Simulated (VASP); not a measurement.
# Cd (Fm-3m) in VASP: notebook

The runs below take Cd through relaxation of cell and atoms, with LDA.

Everything below comes from runs of VASP 6.6.1. Logs are shortened: lines on timing, memory, paths and dates and some standing lists are left out, and cuts for length are marked.

## (1) The cell of the first run

The structure is cubic, space group Fm-3m (No. 225). The conventional cell has a = 4.420 Å, b = 4.420 Å, c = 4.420 Å, α = 90.00°, β = 90.00°, γ = 90.00°. Within 4.1 Å of Cd (site symmetry m-3m) lie 12 Cd at 3.13 Å.

This isn't the form of Cd at room conditions, which is hcp.

## (2) Relaxation of cell and atoms, LDA, target pressure 5 GPa, at which the enthalpy is minimised

INCAR

```
SYSTEM = Cd
PREC     = Accurate       ! precision mode
ENCUT    = 500            ! plane-wave cutoff, eV
EDIFF    = 1E-7           ! SCF threshold, eV
ISMEAR   = -1             ! smearing method
SIGMA    = 0.05           ! smearing width, eV
LREAL    = .FALSE.        ! projectors in reciprocal space
LASPH    = .TRUE.         ! aspherical terms in the spheres
NELM     = 120            ! most SCF steps
ALGO     = Normal         ! electronic algorithm
ISIF     = 3              ! what is computed and relaxed
LWAVE    = .FALSE.        ! write WAVECAR
LCHARG   = .FALSE.        ! write CHGCAR
GGA      = CA             ! functional
IBRION   = 2              ! ionic algorithm
NSW      = 80             ! ionic steps
EDIFFG   = -0.01          ! ionic threshold
PSTRESS  = 50.0         
GGA_COMPAT= .FALSE.      
NELMIN   = 4
```

KPOINTS

```
Automatic mesh
0
G
  9 9 9
  0 0 0
```

POSCAR

```
Cd
1.0
    0.0000000000      2.2100000000      2.2100000000
    2.2100000000      0.0000000000      2.2100000000
    2.2100000000      2.2100000000      0.0000000000
Cd
1
Direct
    0.0000000000      0.0000000000      0.0000000000
```

Potentials or basis: VASP PAW LDA potentials, release 64 (Cd).

The run is started by

```console
$ cat potpaw_LDA.64/Cd/POTCAR > POTCAR
$ mpirun -np 1 vasp_std > vasp.out
```

OUTCAR:

```text
SYSTEM = Cd
   PREC = Accurate
   ENCUT = 500
   EDIFF = 1E-7
   ISMEAR = -1
   LREAL = .FALSE.
   LASPH = .TRUE.
   NELM = 120
   ISIF = 3
   GGA = CA
   IBRION = 2
   NSW = 80
   EDIFFG = -0.01
   PSTRESS = 50.0
   NELMIN = 4

 ion  position               nearest neighbor table
   1  0.000  0.000  0.000-

  LATTYP: Found a face centered cubic cell.
 ALAT       =     4.4200000000

  Lattice vectors:

 A1 = (   0.0000000000,   2.2100000000,   2.2100000000)
 A2 = (   2.2100000000,   0.0000000000,   2.2100000000)
 A3 = (   2.2100000000,   2.2100000000,   0.0000000000)

Analysis of symmetry for initial positions (statically):
=====================================================================
 Subroutine PRICEL returns:
 Original cell was already a primitive cell.

 Routine SETGRP: Setting up the symmetry group for a
 face centered cubic supercell.

 Subroutine GETGRP returns: Found 48 space group operations
 (whereof 48 operations were pure point group operations)
 out of a pool of 48 trial point group operations.

The static configuration has the point symmetry O_h .

Analysis of symmetry for dynamics (positions and initial velocities):
=====================================================================
 Subroutine PRICEL returns:
 Original cell was already a primitive cell.

 Routine SETGRP: Setting up the symmetry group for a
 face centered cubic supercell.

 Subroutine GETGRP returns: Found 48 space group operations
 (whereof 48 operations were pure point group operations)
 out of a pool of 48 trial point group operations.

The dynamic configuration has the point symmetry O_h .

 Subroutine INISYM returns: Found 48 space group operations
 (whereof 48 operations are pure point group operations),
 and found     1 'primitive' translations

----------------------------------------------------------------------------------------

                                     Primitive cell

  volume of cell :      21.5877

  direct lattice vectors                    reciprocal lattice vectors
     0.000000000  2.210000000  2.210000000    -0.226244344  0.226244344  0.226244344
     2.210000000  0.000000000  2.210000000     0.226244344 -0.226244344  0.226244344
     2.210000000  2.210000000  0.000000000     0.226244344  0.226244344 -0.226244344

  length of vectors
     3.125411973  3.125411973  3.125411973     0.391866699  0.391866699  0.391866699

  position of ions in fractional coordinates (direct lattice)
     0.000000000  0.000000000  0.000000000

  ion indices of the primitive-cell ions
   primitive index   ion index
                 1           1

----------------------------------------------------------------------------------------

 KPOINTS: Automatic mesh

Automatic generation of k-mesh.
 Grid dimensions read from file:
 generate k-points for:    9    9    9

 Generating k-lattice:

  Cartesian coordinates                     Fractional coordinates (reciprocal lattice)
    -0.025138260  0.025138260  0.025138260     0.111111111  0.000000000  0.000000000
     0.025138260 -0.025138260  0.025138260     0.000000000  0.111111111  0.000000000
     0.025138260  0.025138260 -0.025138260     0.000000000  0.000000000  0.111111111

  Length of vectors
     0.043540744  0.043540744  0.043540744

  Shift w.r.t. Gamma in fractional coordinates (k-lattice)
     0.000000000  0.000000000  0.000000000

 Subroutine IBZKPT returns following result:
 ===========================================

 Found     35 irreducible k-points:

 Following reciprocal coordinates:
            Coordinates               Weight
  0.000000  0.000000  0.000000      1.000000
  0.111111  0.000000  0.000000      8.000000
  0.222222  0.000000  0.000000      8.000000
  0.333333  0.000000  0.000000      8.000000
  0.444444  0.000000  0.000000      8.000000
  0.111111  0.111111  0.000000      6.000000
[... 16 lines left out ...]
 -0.333333  0.333333  0.000000     12.000000
  0.444444  0.444444  0.000000      6.000000
 [... further k-points ...]
   k-points           NKPTS =     35   k-points in BZ     NKDIM =     35   number of bands    NBANDS=     10
   number of dos      NEDOS =    301   number of ions     NIONS =      1
   total plane-waves  NPLWV =  13824
   dimension x,y,z NGX =    24 NGY =   24 NGZ =   24
   dimension x,y,z NGXF=    48 NGYF=   48 NGZF=   48
   ions per type =               1
   NGX,Y,Z   is equivalent  to a cutoff of  12.77, 12.77, 12.77 a.u.
   NGXF,Y,Z  is equivalent  to a cutoff of  25.53, 25.53, 25.53 a.u.
 SYSTEM =  Cd
   PREC   = accura    normal or accurate (medium, high low for compatibility)
   ISTART =      0    job   : 0-new  1-cont  2-samecut
   ICHARG =      2    charge: 1-file 2-atom 10-const
   ISPIN  =      1    spin polarized calculation?
   LNONCOLLINEAR =      F non collinear calculations
   LSORBIT =      F    spin-orbit coupling
   LASPH  =      T    aspherical Exc in radial PAW
   ENCUT  =  500.0 eV  36.75 Ry    6.06 a.u.   5.70  5.70  5.70*2*pi/ulx,y,z
   NELM   =    120;   NELMIN=  4; NELMDL= -5     # of ELM steps
   EDIFF  = 0.1E-06   stopping-criterion for ELM
   LREAL  =      F    real-space projection
   EDIFFG = -.1E-01   stopping-criterion for IOM
   NSW    =     80    number of steps for IOM
   IBRION =      2    ionic relax: 0-MD 1-quasi-New 2-CG
   NFREE  =      1    steps in history (QN), initial steepest desc. (CG)
   ISIF   =      3    stress and relaxation
   ISYM   =      2    0-nonsym 1-usesym 2-fastsym
   POTIM  = 0.5000    time-step for ionic-motion
   TEBEG  =    0.0;   TEEND  =   0.0 temperature during run
   PSTRESS=   50.0 pullay stress
   NELECT =      12.0000    total number of electrons
   NUPDOWN=      -1.0000    fix difference up-down
   EMIN   =  10.00;   EMAX   =-10.00  energy-range for DOS
   EFERMI =   0.00;   METHOD = LEGACY
   ISMEAR =    -1;   SIGMA  =   0.05  broadening in eV -4-tet -1-fermi 0-gaus
   EFERMI_NEDOS =   21; number of points for ismear=-14 and -15
   IALGO  =     38    algorithm
   IMIX   =      4    mixing-type and parameters
     AMIX     =   0.40;   BMIX     =  1.00
     AMIX_MAG =   1.60;   BMIX_MAG =  1.00
  volume/ion in A,a.u.               =      21.59       145.68
  Fermi-wavevector in a.u.,A,eV,Ry     =   1.346066  2.543696 24.652305  1.811893
  Thomas-Fermi vector in A             =   2.473928
   LORBIT       =      0    0 simple, 1 ext, 2 COOP (PROOUT), +10 PAW based schemes
   GGA     = CA    functional components
   LHFCALC =     F    Hartree Fock is set to
   AEXX    =    0.0000 exact exchange contribution
   IVDW    =     0    specifies the selected vdW correction
   LEPSILON=     F    determine dielectric tensor
   LRPA    =     F    only Hartree local field effects (RPA)
 conjugate gradient relaxation of ions
 non-spin polarized calculation
  energy-cutoff  :      500.00
  volume of cell :       21.59
 maximum number of plane-waves:       556
   NGX = 11   NGY = 11   NGZ = 11

--------------------------------------- Ionic step        1  -------------------------------------------

 number of electron      12.0000005 magnetization

 Free energy of the ion-electron system (eV)
  ---------------------------------------------------
  ext. energy  EPLUGINS =         0.00000000
  ---------------------------------------------------
  free energy    TOTEN  =        -1.47933712 eV

  energy without entropy =       -1.47638691  energy(sigma->0) =       -1.47786202

------------------------ aborting loop because EDIFF is reached ----------------------------------------

  FORCE on cell =-STRESS in cart. coord.  units (eV):
  Direction    XX          YY          ZZ          XY          YZ          ZX
  --------------------------------------------------------------------------------------
  -------------------------------------------------------------------------------------
  Total       -0.5119634     -0.5119634     -0.5119634      0.0000000     -0.0000000      0.0000000
  in kB      -37.9964177    -37.9964177    -37.9964177      0.0000000     -0.0000000      0.0000000
  external PRESSURE =     -87.9964177 kB  Pullay stress =      50.0000000 kB
[... 59 lines left out ...]
  enthalpy is  TOTEN    =        -0.8736911273 eV   P V=        0.5645801661

--------------------------------------- Ionic step        3  -------------------------------------------

 number of electron      12.0000003 magnetization

 Free energy of the ion-electron system (eV)
  ---------------------------------------------------
  ext. energy  EPLUGINS =         0.00000000
  ---------------------------------------------------
  free energy    TOTEN  =        -1.47984990 eV

  energy without entropy =       -1.47714410  energy(sigma->0) =       -1.47849700

 E-fermi :   3.6662     XC(G=0): -12.0823

 val. band max:        3.6647200626   @ k =   0.4444   0.0000   0.0000
 cond. band min:       3.8721723555   @ k =  -0.3333   0.4444   0.2222
 fundamental gap:      0.2074522929
 Fermi energy:         3.6662283001

 k-point     1 :       0.0000    0.0000    0.0000
  band No.  band energies     occupation
      1      -6.2287      2.00000
      2      -5.8137      2.00000
      3      -5.8137      2.00000
      4      -5.8137      2.00000
      5      -5.1909      2.00000
      6      -5.1909      2.00000
      7      18.1484      0.00000
      8      19.9593      0.00000
      9      19.9593      0.00000
     10      19.9593      0.00000
[... 287 lines left out ...]
 k-point    24 :       0.4444    0.4444    0.0000
  band No.  band energies     occupation
      1      -6.6661      2.00000
      2      -6.5939      2.00000
      3      -4.7308      2.00000
      4      -4.6068      2.00000
      5      -4.6068      2.00000
      6       1.5015      2.00000
      7       6.8007      0.00000
      8      11.0876      0.00000
      9      11.0876      0.00000
     10      15.9335      0.00000

 [... further k-points ...]

------------------------ aborting loop because EDIFF is reached ----------------------------------------

  FORCE on cell =-STRESS in cart. coord.  units (eV):
  Direction    XX          YY          ZZ          XY          YZ          ZX
  --------------------------------------------------------------------------------------
  -------------------------------------------------------------------------------------
  Total        0.5880967      0.5880967      0.5880967      0.0000000      0.0000000     -0.0000000
  in kB       49.6319604     49.6319604     49.6319604      0.0000000      0.0000000     -0.0000000
  external PRESSURE =      -0.3680396 kB  Pullay stress =      50.0000000 kB
[... 16 lines left out ...]
  FREE ENERGIE OF THE ION-ELECTRON SYSTEM (eV)
  ---------------------------------------------------
  free  energy   TOTEN  =        -1.4798498961 eV

  energy  without entropy=       -1.4771441004  energy(sigma->0) =       -1.47849700

  enthalpy is  TOTEN    =        -0.8873921970 eV   P V=        0.5924576991

 reached required accuracy - stopping structural energy minimisation
```

Run time: 8.2 s. Hardware: 1 thread of Intel Xeon Platinum 8488C (Sapphire Rapids), shared host; peak memory 0.13 GiB.

Results:

```yaml
Free_energy: -1.4798 eV
Relaxed_volume: 18.98 Å³/atom
Relaxed_cell: a = 2.994 Å, b = 2.994 Å, c = 2.994 Å, α = 60.00°, β = 60.00°, γ = 60.00°
Space_group_after_relaxing_to_0.1_Å: Fm-3m (No. 225)
Energy_change_on_relaxing_the_run_minimises_the_enthalpy: -0.5 meV/atom
Ionic_steps: 3
Pressure_after_relaxing: 5.0 GPa
Band_gap_on_the_k_mesh: zero (bands 6 and 7 overlap by 1.40 eV)
```

Step by step:
| step | energy change (eV) | largest force (eV/Å) | pressure (GPa) | volume (Å³) |
| --- | --- | --- | --- | --- |
| 1 | 0.0000 | 0.0000 | -3.80 | 21.59 |
| 2 | 0.0411 | 0.0000 | 10.22 | 18.09 |
| 3 | -0.0005 | 0.0000 | 4.96 | 18.98 |

Final structure:
```xyz
1
Lattice="0.0000 2.1173 2.1173 2.1173 0.0000 2.1173 2.1173 2.1173 0.0000" Properties=species:S:1:pos:R:3 pbc="T T T"
Cd    0.0000    0.0000    0.0000
```

Caveat: the cell is relaxed towards a set pressure, so the run minimises the enthalpy, not the energy.

## (3) Relaxation of cell and atoms, LDA, target pressure 10 GPa, at which the enthalpy is minimised

INCAR

```
PREC = Accurate
ENCUT = 500
EDIFF = 1E-7
ISMEAR = -1
SIGMA = 0.05
LREAL = F
LASPH = T
NELM = 120
ALGO = Normal
ISIF = 3
LWAVE = F
LCHARG = F
GGA = CA
IBRION = 2
NSW = 80
EDIFFG = -0.01
PSTRESS = 100.0
GGA_COMPAT = F
NELMIN = 4
```

KPOINTS

```
regular mesh
0
Gamma
  9 9 9
```

POSCAR is that of step 2.

Potentials or basis: VASP PAW LDA potentials, release 64 (Cd).

The run is started by

```console
$ cat potpaw_LDA.64/Cd/POTCAR > POTCAR
$ mpirun -np 1 vasp_std > vasp.out
```

Run time: 13 s. Hardware: 1 thread of Intel Xeon Platinum 8488C (Sapphire Rapids), shared host; peak memory 0.14 GiB.

It converged, with:

```
Free energy                                                : -1.4402 eV
Relaxed volume                                             : 18.12 Å³/atom
Relaxed cell                                               : a = 2.948 Å, b = 2.948 Å, c = 2.948 Å, α = 60.00°, β = 60.00°, γ = 60.00°
Space group after relaxing (to 0.1 Å)                      : Fm-3m (No. 225)
Energy change on relaxing (the run minimises the enthalpy) : +39.1 meV/atom
Ionic steps                                                : 6
Pressure after relaxing                                    : 10.0 GPa
Band gap on the k mesh                                     : zero (bands 6 and 7 overlap by 1.28 eV)
```

The path:
```tsv
step	energy change (eV)	largest force (eV/Å)	pressure (GPa)	volume (Å³)
1	0.0000	0.0000	-3.80	21.59
2	0.2413	0.0000	26.98	16.28
3	0.0365	0.0000	9.72	18.16
4	0.0405	0.0000	10.16	18.10
5	0.0378	0.0000	9.85	18.14
6	0.0391	0.0000	10.01	18.12
```

Final structure:
```xyz
1
Lattice="0.0000 2.0848 2.0848 2.0848 0.0000 2.0848 2.0848 2.0848 0.0000" Properties=species:S:1:pos:R:3 pbc="T T T"
Cd    0.0000    0.0000    0.0000
```

Levels at points of the mesh, in eV from the Fermi level:
| k point | band 2 | band 3 | band 4 | band 5 | band 6 | band 7 | band 8 | band 9 | band 10 |
| --- | --- | --- | --- | --- | --- | --- | --- | --- | --- |
| (0.00, 0.00, 0.00) | -9.72 | -9.72 | -9.72 | -9.03 | -9.03 | 14.56 | 16.69 | 16.69 | 16.69 |

Caveat: the cell is relaxed towards a set pressure, so the run minimises the enthalpy, not the energy; the volume moved by over 15 % at a fixed basis, so the end points are rough.

## (4) Relaxation of cell and atoms, LDA, target pressure 20 GPa, at which the enthalpy is minimised

INCAR

```
SYSTEM = Cd
ALGO     = Normal         ! electronic algorithm
EDIFF    = 1E-7           ! SCF threshold, eV
EDIFFG   = -0.01          ! ionic threshold
ENCUT    = 500            ! plane-wave cutoff, eV
GGA_COMPAT= .FALSE.      
IBRION   = 2              ! ionic algorithm
ISIF     = 3              ! what is computed and relaxed
ISMEAR   = -1             ! smearing method
LASPH    = .TRUE.         ! aspherical terms in the spheres
LCHARG   = .FALSE.        ! write CHGCAR
LREAL    = .FALSE.        ! projectors in reciprocal space
LWAVE    = .FALSE.        ! write WAVECAR
NELM     = 120            ! most SCF steps
NELMIN   = 4            
NSW      = 80             ! ionic steps
PREC     = Accurate       ! precision mode
PSTRESS  = 200.0        
SIGMA    = 0.05           ! smearing width, eV
```

KPOINTS

```
k-points
0
G
  9 9 9
  0 0 0
```

POSCAR is that of step 3.

The run is started by

```console
$ cat potpaw_LDA.64/Cd/POTCAR > POTCAR
$ mpirun -np 1 vasp_std > vasp.out
```

Wall time 13 s (1 thread of Intel Xeon Platinum 8488C (Sapphire Rapids), shared host); peak memory 0.13 GiB.

Results (log left out):

- Free energy: -1.3284 eV
- Relaxed volume: 16.90 Å³/atom
- Relaxed cell: a = 2.881 Å, b = 2.881 Å, c = 2.881 Å, α = 60.00°, β = 60.00°, γ = 60.00°
- Space group after relaxing (to 0.1 Å): Fm-3m (No. 225)
- Energy change on relaxing (the run minimises the enthalpy): +151.0 meV/atom
- Ionic steps: 5
- Pressure after relaxing: 20.1 GPa
- Band gap on the k mesh: zero (bands 6 and 7 overlap by 1.10 eV)

The path:
```tsv
step	energy change (eV)	largest force (eV/Å)	pressure (GPa)	volume (Å³)
1	0.0000	0.0000	-3.80	21.59
2	1.4028	0.0000	102.24	13.04
3	0.1227	0.0000	17.74	17.14
4	0.1406	0.0000	19.23	16.99
5	0.1510	0.0000	20.07	16.90
```

Final structure:
```
Cd
1.0
     0.00000    2.03692    2.03692
     2.03692    0.00000    2.03692
     2.03692    2.03692    0.00000
Cd
1
Cartesian
  0.0000 0.0000 0.0000
```

Levels at points of the mesh, in eV from the Fermi level:
| k point | band 2 | band 3 | band 4 | band 5 | band 6 | band 7 | band 8 | band 9 | band 10 |
| --- | --- | --- | --- | --- | --- | --- | --- | --- | --- |
| (0.00, 0.00, 0.00) | -10.12 | -10.12 | -10.12 | -9.33 | -9.33 | 14.65 | 17.26 | 17.26 | 17.26 |

Caveat: the cell is relaxed towards a set pressure, so the run minimises the enthalpy, not the energy; the volume moved by over 15 % at a fixed basis, so the end points are rough.

## (5) Overview

```csv
cell,gap on the mesh (eV),pressure (GPa)
relaxed to 5 GPa,none,5.0
relaxed to 10 GPa,none,10.0
relaxed to 20 GPa,none,20.1
```

Alike in all rows: task relaxation of cell and atoms; level LDA; potentials or basis VASP PAW LDA potentials, release 64 (Cd); no spin polarisation; k mesh 9 × 9 × 9; cutoff (eV) 500; smearing fermi-dirac 0.05 eV.

Caveats: the cell is relaxed towards a set pressure, so the run minimises the enthalpy, not the energy; the volume moved by over 15 % at a fixed basis, so the end points are rough (at least some runs).

Absolute energies hang on the potentials; compare differences alone.
